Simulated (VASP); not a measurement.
Set up this calculation in VASP 6.6.1, as the native input.

| Property | Result |
| --- | --- |
| Task | relaxation of volume and atoms at fixed shape |
| Functional | r2SCAN |
| Potentials or basis | VASP PAW PBE potentials, release 64 (La, S) |
| Cutoff | 600 eV |
| k mesh | 9 × 9 × 9 |
| Occupations | fermi-dirac, width 0.1 eV |
| Spin | no spin polarisation |
| Dipole correction | no |
| Further INCAR settings | ALGO = Normal; EDIFF = 1e-06; IBRION = 2; EDIFFG = -0.03; NSW = 100; ISIF = 8 |

Crystal: LaS.

```
CELL_PARAMETERS angstrom
0.00000 2.92700 2.92700
2.92700 0.00000 2.92700
2.92700 2.92700 0.00000
ATOMIC_POSITIONS crystal
La 0.00000 0.00000 0.00000
S 0.50000 0.50000 0.50000
```

These files were run (other wordings do the same):

POSCAR

```
LaS
1.0
    0.0000000000      2.9270000000      2.9270000000
    2.9270000000      0.0000000000      2.9270000000
    2.9270000000      2.9270000000      0.0000000000
La S
1 1
Direct
    0.0000000000      0.0000000000      0.0000000000
    0.5000000000      0.5000000000      0.5000000000
```

INCAR.step1

```
PREC = Accurate
ENCUT = 600
ISMEAR = -1
SIGMA = 0.1
LREAL = False
LASPH = True
NELM = 100
GGA = PE
ALGO = Normal
EDIFF = 1E-4
LWAVE = True
LCHARG = False
```

INCAR.step2

```
PREC = Accurate
ENCUT = 600
EDIFF = 1E-6
ISMEAR = -1
SIGMA = 0.1
LREAL = False
LASPH = True
NELM = 100
ALGO = Normal
ISIF = 8
LWAVE = False
LCHARG = False
METAGGA = R2SCAN
LMIXTAU = True
IBRION = 2
NSW = 100
EDIFFG = -0.03
ISTART = 1
```

KPOINTS

```
regular mesh
0
Gamma
  9 9 9
```

Potentials or basis: VASP PAW PBE potentials, release 64 (La, S).

Launch:

```console
$ cat potpaw_PBE.64/La/POTCAR potpaw_PBE.64/S/POTCAR > POTCAR
$ cp INCAR.step1 INCAR
$ mpirun -np 1 vasp_std > vasp.out
$ cp INCAR.step2 INCAR
$ mpirun -np 1 vasp_std > vasp.out
```

It gave:

```
Relaxed volume                         : 25.47 Å³/atom
Relaxed cell                           : a = 4.161 Å, b = 4.161 Å, c = 4.161 Å, α = 60.00°, β = 60.00°, γ = 60.00°
Space group after relaxing (to 0.05 Å) : Fm-3m (No. 225)
Energy gained by relaxing              : 1.6 meV/atom
Ionic steps                            : 3
Pressure after relaxing                : 0.0 GPa
```

Caveat: the PAW data sets were made with another functional, which shifts forces and pressure a little.

It took 15 min on 1 thread of AMD EPYC 7R43 64-Core Processor (Zen 3), with other jobs on the host, peak memory 0.2 GiB.
